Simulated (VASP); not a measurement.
A run of VASP 6.6.1:

The input INCAR:

```
PREC = Accurate
ENCUT = 520
EDIFF = 1E-6
ISMEAR = -1
SIGMA = 0.01
LREAL = F
LASPH = T
NELM = 100
ALGO = Normal
ISIF = 2
LWAVE = F
LCHARG = T
GGA = PS
LELF = T
LVHAR = T
NBANDS = 14
```

Contents of KPOINTS:

```
regular mesh
0
Gamma
  1 1 1
```

Contents of POSCAR:

```
Br
1.0
   12.0000000000      0.0000000000      0.0000000000
    0.0000000000     12.3000000000      0.0000000000
    0.0000000000      0.0000000000     12.6000000000
Br
2
Direct
    0.5000000000      0.5000000000      0.4093519933
    0.5000000000      0.5000000000      0.5906480067
```

Potentials or basis: VASP PAW PBE potentials, release 64 (Br).

Command:

```sh
$ cat potpaw_PBE.64/Br/POTCAR > POTCAR
$ mpirun -np 1 vasp_gam > vasp.out
```

Hardware: 1 thread of Intel Xeon 8259CL, on a shared host.

**Question.** How long does it take, and how much memory?

**Answer.** Run time: 4 min on 1 thread of Intel Xeon 8259CL, with other jobs on the host, peak memory 1.2 GiB. Counts: scf iterations 23, k points 1.
